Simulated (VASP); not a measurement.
Pb:

```
Pb
1.0
     3.49993    0.00000    0.00000
    -1.74997    3.03103    0.00000
     0.00000    0.00000    5.71656
Pb
2
Cartesian
  0.0000 2.0207 4.2874
  1.7500 1.0103 1.4291
```

| Quantity | Value |
| --- | --- |
| Program | VASP 6.6.1 |
| Task | relaxation of cell and atoms |
| Functional | PBE |
| Potentials or basis | VASP PAW PBE potentials, release 64 (Pb_d) |
| Cutoff | 600 eV |
| k mesh | 14 × 14 × 8 |
| Occupations | gaussian, width 0.05 eV |
| Spin | no spin polarisation |

At the start: pressure 2.1 GPa; volume 30.32 Å³/atom.

Q: Where does the relaxation end?

A: Over 7 steps the energy falls by 9.9 meV/atom and the volume is 31.79 Å³/atom (+4.8 %); space group P6_3/mmc (No. 194, to 0.05 Å).

The path:
```
step  energy change (eV)  largest force (eV/Å)  pressure (GPa)  volume (Å³)
   1              0.0000                0.0000            2.15        60.64
   2             -0.0186                0.0000           -0.43        64.28
   3             -0.0194                0.0000           -0.01        63.60
   4             -0.0194                0.0000           -0.07        63.66
   5             -0.0197                0.0000           -0.05        63.63
   6             -0.0198                0.0000           -0.04        63.57
   7             -0.0198                0.0000           -0.01        63.58
```

Final structure:
```
CELL_PARAMETERS angstrom
3.53851 0.00000 0.00000
-1.76926 3.06444 0.00000
0.00000 0.00000 5.86382
ATOMIC_POSITIONS crystal
Pb 0.33333 0.66667 0.75000
Pb 0.66667 0.33333 0.25000
```
